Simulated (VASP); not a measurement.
# NiO2 (P-3m1) in VASP: further runs, part 2 of 2

VASP 6.6.1. Earlier steps stand in the parts before.

## (4) Single point, LDA

This run uses another cell than the first one, of the same volume but with other edges.

Input file INCAR:

```
SYSTEM = NiO2
PREC = Accurate
ENCUT = 700
EDIFF = 1E-6
ISMEAR = 0
SIGMA = 0.05
LREAL = .False.
LASPH = .True.
NELM = 120
ALGO = Normal
ISIF = 2
LWAVE = .False.
LCHARG = .False.
GGA = CA
NBANDS = 22
GGA_COMPAT = .False.
```

Input file KPOINTS:

```
regular mesh
0
Gamma
  12 12 6
  0 0 0
```

Input file POSCAR:

```
NiO2
1.0
    2.6872726493      0.0000000000      0.0000000000
   -1.3436363247      2.3272463812      0.0000000000
    0.0000000000      0.0000000000      4.4458238710
Ni O
1 2
Direct
    0.0000000000      0.0000000000      0.5000000000
    0.6666666667      0.3333333333      0.7305104846
    0.3333333333      0.6666666667      0.2694895154
```

Potentials or basis: VASP PAW LDA potentials, release 64 (Ni_sv_GW, O).

Command:

```
$ cat potpaw_LDA.64/Ni_sv_GW/POTCAR potpaw_LDA.64/O/POTCAR > POTCAR
$ mpirun -np 1 vasp_std > vasp.out
```

OUTCAR:

```text
SYSTEM = NiO2
   PREC = Accurate
   ENCUT = 700
   EDIFF = 1E-6
   ISMEAR = 0
   LREAL = .False.
   LASPH = .True.
   NELM = 120
   ISIF = 2
   GGA = CA

 ion  position               nearest neighbor table
   1  0.000  0.000  0.500-   2 1.86   3 1.86   2 1.86   3 1.86   2 1.86   3 1.86
   2  0.667  0.333  0.731-   1 1.86   1 1.86   1 1.86
   3  0.333  0.667  0.269-   1 1.86   1 1.86   1 1.86

  LATTYP: Found a hexagonal cell.
 ALAT       =     2.6872726493
 C/A-ratio  =     1.6544000000

  Lattice vectors:

 A1 = (   2.6872726493,   0.0000000000,   0.0000000000)
 A2 = (  -1.3436363247,   2.3272463812,   0.0000000000)
 A3 = (   0.0000000000,   0.0000000000,   4.4458238710)

Analysis of symmetry for initial positions (statically):
=====================================================================
 Subroutine PRICEL returns:
 Original cell was already a primitive cell.

 Routine SETGRP: Setting up the symmetry group for a
 hexagonal supercell.

 Subroutine GETGRP returns: Found 12 space group operations
 (whereof 12 operations were pure point group operations)
 out of a pool of 24 trial point group operations.

The static configuration has the point symmetry D_3d.
[... 162 lines left out ...]

 E-fermi :   3.7642     XC(G=0): -12.5036

 val. band max:        3.1957908184   @ k =   0.0833   0.0833   0.5000
 cond. band min:       3.9817801397   @ k =   0.2500   0.0000   0.3333
 fundamental gap:      0.7859893213
 Fermi energy:         3.7641706643

 k-point     1 :       0.0000    0.0000    0.0000
  band No.  band energies     occupation
      1    -100.0717      2.00000
      2     -61.0413      2.00000
      3     -61.0413      2.00000
      4     -60.9748      2.00000
      5     -16.5997      2.00000
      6     -14.1339      2.00000
[... 589 lines left out ...]
     21      21.3947      0.00000
     22      24.0078      0.00000

 [... further k-points ...]

------------------------ aborting loop because EDIFF is reached ----------------------------------------

  FORCE on cell =-STRESS in cart. coord.  units (eV):
  Direction    XX          YY          ZZ          XY          YZ          ZX
  --------------------------------------------------------------------------------------
  -------------------------------------------------------------------------------------
  Total        0.8145013      0.8145013     -2.6498142     -0.0000000     -0.0000000     -0.0000000
  in kB       46.9349121     46.9349121   -152.6931852     -0.0000000     -0.0000000     -0.0000000
  external PRESSURE =     -19.6077870 kB  Pullay stress =       0.0000000 kB

 VOLUME and BASIS-vectors are now :
 -----------------------------------------------------------------------------
  energy-cutoff  :      700.00
  volume of cell :       27.80
      direct lattice vectors                 reciprocal lattice vectors
     2.687272649  0.000000000  0.000000000     0.372124503  0.214846182  0.000000000
    -1.343636325  2.327246381  0.000000000     0.000000000  0.429692364  0.000000000
     0.000000000  0.000000000  4.445823871     0.000000000  0.000000000  0.224930188

 POSITION                                       TOTAL-FORCE (eV/Angst)
 -----------------------------------------------------------------------------------
      0.00000      0.00000      2.22291         0.000000      0.000000     -0.000000
      1.34364      0.77575      3.24772        -0.000000      0.000000     -1.220844
     -0.00000      1.55150      1.19810         0.000000      0.000000      1.220844
 -----------------------------------------------------------------------------------
    total drift:                               -0.000000     -0.000000      0.000000

  FREE ENERGIE OF THE ION-ELECTRON SYSTEM (eV)
  ---------------------------------------------------
  free  energy   TOTEN  =       -20.9398027568 eV

  energy  without entropy=      -20.9398027568  energy(sigma->0) =      -20.93980276
```

OSZICAR:

```text
N       E                     dE             d eps       ncg     rms          rms(c)
DAV:   1     0.331824236783E+03    0.33182E+03   -0.22094E+04  7204   0.527E+03
DAV:   2    -0.142630973407E+02   -0.34609E+03   -0.32787E+03  7096   0.108E+03
DAV:   3    -0.345539958547E+02   -0.20291E+02   -0.20120E+02  7168   0.291E+02
DAV:   4    -0.349685855827E+02   -0.41459E+00   -0.41413E+00  6208   0.254E+01
DAV:   5    -0.349827932636E+02   -0.14208E-01   -0.14202E-01  5948   0.418E+00    0.291E+01
DAV:   6    -0.422738918266E+02   -0.72911E+01   -0.26087E+02  6562   0.766E+02    0.370E+01
DAV:   7    -0.210143720999E+02    0.21260E+02   -0.69860E+01  6956   0.657E+02    0.560E+00
DAV:   8    -0.209756157845E+02    0.38756E-01   -0.31557E+00  7014   0.354E+01    0.272E+00
DAV:   9    -0.209433164756E+02    0.32299E-01   -0.62637E-02  6826   0.536E+00    0.998E-01
DAV:  10    -0.209409214610E+02    0.23950E-02   -0.20070E-02  7472   0.860E+00    0.312E-01
DAV:  11    -0.209401989497E+02    0.72251E-03   -0.96473E-03  6982   0.751E+00    0.196E-01
DAV:  12    -0.209399122490E+02    0.28670E-03   -0.28595E-03  6864   0.448E+00    0.103E-01
DAV:  13    -0.209398106429E+02    0.10161E-03   -0.52847E-04  7268   0.177E+00    0.247E-02
DAV:  14    -0.209398029565E+02    0.76864E-05   -0.32214E-05  6250   0.293E-01    0.419E-03
DAV:  15    -0.209398027568E+02    0.19968E-06   -0.23766E-06  3660   0.957E-02
   1 F= -.20939803E+02 E0= -.20939803E+02  d E =-.116364E-11
```

stdout:

```text
POSCAR found type information on POSCAR NiO
 POSCAR found :  2 types and       3 ions
 scaLAPACK will be used
 LDA part: xc-table for (Slater(with rela. corr.)+CA(PZ))
 , standard interpolation
 POSCAR, INCAR and KPOINTS ok, starting setup
 FFT: planning ... GRIDC
 FFT: planning ... GRID_SOFT
 FFT: planning ... GRID
 WAVECAR not read
 entering main loop
```

Wall time 64 s (1 thread of AMD EPYC 9R45 (Zen 5), shared host); peak memory 0.19 GiB.

What came out:

```
Free energy            : -20.9398 eV
Pressure               : -2.0 GPa
Largest force          : 1.221 eV/Å
Band gap on the k mesh : 0.79 eV (least direct gap 0.90 eV)
```

Forces in eV/Å, atoms in the order of the input:
```
Ni   0.000  0.000  0.000
O    0.000  0.000 -1.221
O    0.000  0.000  1.221
```

Levels at points of the mesh, in eV from the valence-band top:
| k point | band 11 | band 12 | band 13 | band 14 | band 15 | band 16 | band 17 | band 18 | band 19 | band 20 |
| --- | --- | --- | --- | --- | --- | --- | --- | --- | --- | --- |
| (0.00, 0.00, 0.00) | -2.29 | -0.95 | -0.95 | -0.84 | -0.73 | 2.08 | 2.08 | 8.11 | 11.38 | 15.84 |
| (0.50, 0.00, 0.00) | -2.83 | -2.60 | -1.88 | -1.66 | -0.92 | 1.67 | 2.09 | 12.23 | 13.86 | 14.57 |
| (0.00, 0.00, 0.50) | -2.29 | -2.29 | -1.04 | -1.04 | -0.25 | 2.17 | 2.17 | 9.98 | 10.76 | 15.34 |
| (0.50, 0.00, 0.50) | -2.41 | -2.01 | -1.77 | -1.66 | -1.02 | 1.73 | 1.91 | 11.44 | 13.15 | 15.57 |

Caveat: the stress differs along the axes, from -15 to 5 GPa; the run has no spin polarisation, though such a crystal can be magnetic; forces of over 1 eV/Å act on the atoms, so gaps and moduli don't describe the material at rest.

## (5) Single point, LDA

This run uses another cell than the first one, of the same volume but with other edges.

INCAR is that of step 4.

Input file KPOINTS:

```
Automatic mesh
0
Gamma
  12 12 6
  0 0 0
```

Input file POSCAR:

```
NiO2
1.0
    2.6872726493      0.0000000000      0.0000000000
   -1.3436363247      2.3272463812      0.0000000000
    0.0000000000      0.0000000000      4.4458238710
Ni O
1 2
Direct
    0.0000000000      0.0000000000      0.5000000000
    0.6666666667      0.3333333333      0.6948483030
    0.3333333333      0.6666666667      0.3051516970
```

Command:

```
$ cat potpaw_LDA.64/Ni_sv_GW/POTCAR potpaw_LDA.64/O/POTCAR > POTCAR
$ mpirun -np 1 vasp_std > vasp.out
```

It took 1.7 min on 1 thread of Intel Xeon Platinum 8259CL at 2.50GHz (Skylake/Cascade Lake), shared host; peak memory 0.23 GiB.

It converged, with:

```yaml
Free_energy: -20.8011 eV
Pressure: 28.7 GPa
Largest_force: 2.297 eV/Å
Band_gap_on_the_k_mesh: 1.02 eV (least direct gap 1.41 eV)
```

Forces in eV/Å, atoms in the order of the input:
```
Ni   0.000  0.000  0.000
O    0.000  0.000  2.297
O    0.000  0.000 -2.297
```

Stress tensor (GPa, compression positive):
```
32.69  0.00  0.00
 0.00 32.69  0.00
 0.00  0.00 20.78
```

Levels at points of the mesh, in eV from the valence-band top:
| k point | band 12 | band 13 | band 14 | band 15 | band 16 | band 17 | band 18 | band 19 |
| --- | --- | --- | --- | --- | --- | --- | --- | --- |
| (0.00, 0.00, 0.00) | -1.58 | -1.58 | -1.32 | -0.46 | 2.53 | 2.53 | 8.25 | 11.45 |
| (0.50, 0.00, 0.00) | -2.68 | -2.32 | -2.14 | -1.26 | 1.71 | 2.45 | 12.94 | 13.34 |
| (0.00, 0.00, 0.50) | -2.77 | -1.61 | -1.61 | -0.03 | 2.58 | 2.58 | 10.10 | 11.24 |
| (0.50, 0.00, 0.50) | -2.32 | -2.16 | -1.99 | -1.40 | 1.73 | 2.37 | 11.68 | 13.45 |

Caveat: the stress differs along the axes, from 21 to 33 GPa; the run has no spin polarisation, though such a crystal can be magnetic; forces of over 1 eV/Å act on the atoms, so gaps and moduli don't describe the material at rest. Spin polarisation is off, so any magnetic state and its effect on volume and gap are missing.

## (6) Single point, LDA

This run uses another cell than the first one, of the same volume but with other edges.

Input file INCAR:

```
PREC = Accurate ; ENCUT = 700
EDIFF = 1E-6 ; ISMEAR = 0
SIGMA = 0.05 ; LREAL = F
LASPH = T ; NELM = 120
ALGO = Normal ; ISIF = 2
LWAVE = F ; LCHARG = T
GGA = CA ; LELF = T
LVHAR = T ; NBANDS = 22
GGA_COMPAT = F
```

Input file KPOINTS:

```
regular mesh
0
Gamma
  12 12 6
```

Input file POSCAR:

```
NiO2
1.0
    2.7239885620      0.0000000000      0.0000000000
   -1.3619942810      2.3590432943      0.0000000000
    0.0000000000      0.0000000000      4.3267834318
Ni O
1 2
Direct
    0.0000000000      0.0000000000      0.5000000000
    0.6666666667      0.3333333333      0.6829609091
    0.3333333333      0.6666666667      0.3170390909
```

Potentials or basis: VASP PAW LDA potentials, release 64 (Ni_sv_GW, O).

Command:

```
$ cat potpaw_LDA.64/Ni_sv_GW/POTCAR potpaw_LDA.64/O/POTCAR > POTCAR
$ mpirun -np 1 vasp_std > vasp.out
```

OUTCAR:

```text
PREC = Accurate
   ENCUT = 700
   EDIFF = 1E-6
   ISMEAR = 0
   LREAL = F
   LASPH = T
   NELM = 120
   ISIF = 2
   GGA = CA

 ion  position               nearest neighbor table
   1  0.000  0.000  0.500-   2 1.76   3 1.76   3 1.76   2 1.76   2 1.76   3 1.76
   2  0.667  0.333  0.683-   1 1.76   1 1.76   1 1.76
   3  0.333  0.667  0.317-   1 1.76   1 1.76   1 1.76

  LATTYP: Found a hexagonal cell.
 ALAT       =     2.7239885620
 C/A-ratio  =     1.5884000000

  Lattice vectors:

 A1 = (   2.7239885620,   0.0000000000,   0.0000000000)
 A2 = (  -1.3619942810,   2.3590432943,   0.0000000000)
 A3 = (   0.0000000000,   0.0000000000,   4.3267834318)

Analysis of symmetry for initial positions (statically):
=====================================================================
 Subroutine PRICEL returns:
 Original cell was already a primitive cell.

 Routine SETGRP: Setting up the symmetry group for a
 hexagonal supercell.

 Subroutine GETGRP returns: Found 12 space group operations
[... 162 lines left out ...]
  ---------------------------------------------------
  free energy    TOTEN  =       -20.53617252 eV

  energy without entropy =      -20.53617252  energy(sigma->0) =      -20.53617252

 E-fermi :   3.9379     XC(G=0): -12.1963

 val. band max:        3.6803959462   @ k =   0.0000   0.0000   0.5000
 cond. band min:       4.5514289240   @ k =   0.3333  -0.0000   0.3333
 fundamental gap:      0.8710329778
 Fermi energy:         3.9378745011

 k-point     1 :       0.0000    0.0000    0.0000
  band No.  band energies     occupation
      1    -100.2375      2.00000
      2     -61.3901      2.00000
      3     -61.3901      2.00000
      4     -60.8369      2.00000
      5     -17.8637      2.00000
      6     -13.7033      2.00000
[... 589 lines left out ...]
     21      21.3631      0.00000
     22      24.3015      0.00000

 [... further k-points ...]

------------------------ aborting loop because EDIFF is reached ----------------------------------------

  FORCE on cell =-STRESS in cart. coord.  units (eV):
  Direction    XX          YY          ZZ          XY          YZ          ZX
  --------------------------------------------------------------------------------------
  -------------------------------------------------------------------------------------
  Total        6.8297981      6.8297981      5.3634415      0.0000000      0.0000000      0.0000000
  in kB      393.5610392    393.5610392    309.0635459      0.0000000      0.0000000      0.0000000
  external PRESSURE =     365.3952081 kB  Pullay stress =       0.0000000 kB

 VOLUME and BASIS-vectors are now :
 -----------------------------------------------------------------------------
  energy-cutoff  :      700.00
  volume of cell :       27.80
      direct lattice vectors                 reciprocal lattice vectors
     2.723988562  0.000000000  0.000000000     0.367108737  0.211950328  0.000000000
    -1.361994281  2.359043294  0.000000000     0.000000000  0.423900656  0.000000000
     0.000000000  0.000000000  4.326783432     0.000000000  0.000000000  0.231118570

 POSITION                                       TOTAL-FORCE (eV/Angst)
 -----------------------------------------------------------------------------------
      0.00000      0.00000      2.16339        -0.000000      0.000000      0.000000
      1.36199      0.78635      2.95502         0.000000     -0.000000      3.654420
     -0.00000      1.57270      1.37176        -0.000000      0.000000     -3.654420
 -----------------------------------------------------------------------------------
    total drift:                                0.000000      0.000000     -0.000000

  FREE ENERGIE OF THE ION-ELECTRON SYSTEM (eV)
  ---------------------------------------------------
  free  energy   TOTEN  =       -20.5361725203 eV

  energy  without entropy=      -20.5361725203  energy(sigma->0) =      -20.53617252
```

OSZICAR:

```text
N       E                     dE             d eps       ncg     rms          rms(c)
DAV:   1     0.342426951802E+03    0.34243E+03   -0.22137E+04  7104   0.535E+03
DAV:   2    -0.127144687227E+02   -0.35514E+03   -0.33508E+03  7086   0.110E+03
DAV:   3    -0.336992803181E+02   -0.20985E+02   -0.20812E+02  7170   0.296E+02
DAV:   4    -0.341669457621E+02   -0.46767E+00   -0.46741E+00  6130   0.270E+01
DAV:   5    -0.341846032455E+02   -0.17657E-01   -0.17653E-01  5934   0.460E+00    0.290E+01
DAV:   6    -0.372253006150E+02   -0.30407E+01   -0.22227E+02  6454   0.774E+02    0.346E+01
DAV:   7    -0.207347178442E+02    0.16491E+02   -0.72326E+01  6552   0.691E+02    0.678E+00
DAV:   8    -0.205844125045E+02    0.15031E+00   -0.34575E+00  7494   0.528E+01    0.310E+00
DAV:   9    -0.205375246139E+02    0.46888E-01   -0.14040E-01  7764   0.213E+01    0.917E-01
DAV:  10    -0.205363332772E+02    0.11913E-02   -0.11946E-02  6532   0.535E+00    0.143E-01
DAV:  11    -0.205364004276E+02   -0.67150E-04   -0.26472E-03  6578   0.424E+00    0.150E-01
DAV:  12    -0.205361962788E+02    0.20415E-03   -0.17492E-03  6638   0.325E+00    0.445E-02
DAV:  13    -0.205361801456E+02    0.16133E-04   -0.25332E-04  7320   0.113E+00    0.269E-02
DAV:  14    -0.205361724777E+02    0.76679E-05   -0.37695E-05  6894   0.425E-01    0.203E-03
DAV:  15    -0.205361725203E+02   -0.42542E-07   -0.10777E-06  3150   0.569E-02
   1 F= -.20536173E+02 E0= -.20536173E+02  d E =-.544521E-15
```

stdout:

```text
POSCAR found type information on POSCAR NiO
 POSCAR found :  2 types and       3 ions
 scaLAPACK will be used
 LDA part: xc-table for (Slater(with rela. corr.)+CA(PZ))
 , standard interpolation
 POSCAR, INCAR and KPOINTS ok, starting setup
 FFT: planning ... GRIDC
 FFT: planning ... GRID_SOFT
 FFT: planning ... GRID
 WAVECAR not read
 entering main loop
```

Run time: 57 s. Hardware: 1 thread of AMD EPYC 9R45 (Zen 5), shared host; peak memory 0.2 GiB.

Results:

```yaml
Free_energy: -20.5362 eV
Pressure: 36.5 GPa
Largest_force: 3.654 eV/Å
Band_gap_on_the_k_mesh: 0.87 eV (least direct gap 1.50 eV)
```

Forces in eV/Å, atoms in the order of the input:
```
Ni   0.000  0.000  0.000
O    0.000  0.000  3.654
O    0.000  0.000 -3.654
```

Caveat: the stress differs along the axes, from 31 to 39 GPa; the run has no spin polarisation, though such a crystal can be magnetic; forces of over 1 eV/Å act on the atoms, so gaps and moduli don't describe the material at rest.

## (7) Overview

```tsv
cell	gap on the mesh (eV)	pressure (GPa)	largest force (eV/Å)
a = 2.653, b = 2.653, c = 4.563 Å, angles 90.0, 90.0, 120.0°, 3 atoms, atomic positions A	1.11	32.6	2.24
a = 2.763, b = 2.763, c = 4.206 Å, angles 90.0, 90.0, 120.0°, 3 atoms, atomic positions B	0.73	31.2	3.55
a = 2.687, b = 2.687, c = 4.446 Å, angles 90.0, 90.0, 120.0°, 3 atoms, atomic positions C	0.79	-2.0	1.22
a = 2.687, b = 2.687, c = 4.446 Å, angles 90.0, 90.0, 120.0°, 3 atoms, atomic positions A	1.02	28.7	2.30
a = 2.724, b = 2.724, c = 4.327 Å, angles 90.0, 90.0, 120.0°, 3 atoms, atomic positions B	0.87	36.5	3.65
```

Alike in all rows: task single point; level LDA; potentials or basis VASP PAW LDA potentials, release 64 (Ni_sv_GW, O); no spin polarisation; k mesh 12 × 12 × 6; cutoff (eV) 700; smearing gaussian 0.05 eV.

Caveats: the run has no spin polarisation, though such a crystal can be magnetic; forces of over 1 eV/Å act on the atoms, so gaps and moduli don't describe the material at rest; the stress differs along the axes, from 21 to 39 GPa (at least some runs); the cell stands under pressure (at least some runs); the stress differs along the axes, from -15 to 5 GPa (at least some runs); the stress differs along the axes, from 21 to 33 GPa (at least some runs); the stress differs along the axes, from 31 to 39 GPa (at least some runs).

Total energies depend on the potentials used, so only differences within one code and one set of settings carry meaning.
